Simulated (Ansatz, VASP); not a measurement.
**Ge in VASP and in Ansatz**

Contents of INCAR:

```
ALGO = Normal ; EDIFF = 1E-6
EDIFFG = -0.04 ; ENCUT = 600
GGA = PE ; IBRION = 2
ISIF = 3 ; ISMEAR = 0
LASPH = True ; LCHARG = False
LREAL = False ; LWAVE = False
NELM = 60 ; NSW = 90
PREC = Accurate ; SIGMA = 0.1
```

File KPOINTS:

```
k-points
0
Gamma
  6 6 6
```

The input POSCAR:

```
Ge
1.0
    0.0000000000      3.6457968800      5.6916285000
    1.8240210400      0.0000000000      5.6916285000
    1.8240210400      3.6457968800      0.0000000000
Ge
4
Direct
    0.5632310500      0.5632310500      0.9367689500
    0.3132310500      0.3132310500      0.6867689500
    0.6867689500      0.6867689500      0.3132310500
    0.9367689500      0.9367689500      0.5632310500
```

Input for Ansatz:

```yaml
crystal:
  lattice:
    - [0.0, 3.64579688, 5.6916285]
    - [1.82402104, 0.0, 5.6916285]
    - [1.82402104, 3.64579688, 0.0]
  atoms:
    - { symbol: Ge, position: [0.56323105, 0.56323105, 0.93676895] }
    - { symbol: Ge, position: [0.31323105, 0.31323105, 0.68676895] }
    - { symbol: Ge, position: [0.68676895, 0.68676895, 0.31323105] }
    - { symbol: Ge, position: [0.93676895, 0.93676895, 0.56323105] }
basis:
  ecutwfc: 420
kpoints:
  mp_grid: { grid: [6, 6, 6] }
hamiltonian:
  xc: pbe
scf:
  occupations: { method: gaussian, width: 0.1 }
  lower_state_search: "off"
output:
  forces: true
  stress: true
  eigenvalues: true
relax:
  adjacent_minimum: "off"
  f_tol: 0.04
  max_steps: 70
  cell: { stress_tol: 0.4 }
```

Alike in both runs: task relaxation of cell and atoms; functional PBE; k mesh 6 × 6 × 6; occupations gaussian, width 0.1 eV; no spin polarisation.

|  | VASP | Ansatz |
| --- | --- | --- |
| version | VASP 6.6.1 | Ansatz 0.2.0 |
| potentials or method | VASP PAW PBE potentials, release 64 (Ge_d), cutoff 600 eV | scalar-relativistic, plane waves, PAW |
| valence electrons in the cell | 56 | 56 |

```csv
,VASP,Ansatz,Ansatz less VASP
"gap on the k mesh at the Fermi level, each at its own relaxed structure (eV)",none,none,-
relaxed volume (Å³/atom),22.21,22.17,-0.040
relaxed cell length with the largest relative difference (Å),6.296,6.265,-0.0307
```

A gap of «none» marks a metal or a gap that the smearing closes.

Noted on VASP's run: the volume moved by over 15 % at a fixed basis, so the end points are rough.
